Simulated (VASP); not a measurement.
A run of VASP 6.6.1 is set up as follows.

File INCAR:

```
SYSTEM = PbS
ALGO = Normal
EDIFF = 1E-6
EDIFFG = -0.01
ENCUT = 600
GGA = PS
IBRION = 2
ISIF = 3
ISMEAR = -1
IVDW = 13
LASPH = .True.
LCHARG = .False.
LREAL = .False.
LWAVE = .False.
NELM = 80
NSW = 80
PREC = Accurate
SIGMA = 0.05
```

Contents of KPOINTS:

```
k-points
0
Gamma
  8 8 8
  0 0 0
```

Contents of POSCAR:

```
PbS
1.0
    0.0000000000      2.9657500000      2.9657500000
    2.9657500000      0.0000000000      2.9657500000
    2.9657500000      2.9657500000      0.0000000000
Pb S
1 1
Direct
    0.0000000000      0.0000000000      0.0000000000
    0.5000000000      0.5000000000      0.5000000000
```

Potentials or basis: VASP PAW PBE potentials, release 64 (Pb_d, S).

Command:

```bash
$ cat potpaw_PBE.64/Pb_d/POTCAR potpaw_PBE.64/S/POTCAR > POTCAR
$ mpirun -np 1 vasp_std > vasp.out
```

Problem. Predict the space group after relaxing (to 0.05 Å).

Solution. Fm-3m (No. 225).

Problem. What does it give for the relaxed volume?

Solution. 25.16 Å³/atom.

Final structure:
```yaml
crystal:
  lattice:
    - [0.00000, 2.93006, 2.93006]
    - [2.93006, 0.00000, 2.93006]
    - [2.93006, 2.93006, 0.00000]
  atoms:
    - { symbol: Pb, position: [0.00000, 0.00000, 0.00000] }
    - { symbol: S, position: [0.50000, 0.50000, 0.50000] }
```

Caveat: the PAW data sets were made with another functional, which shifts forces and pressure a little.
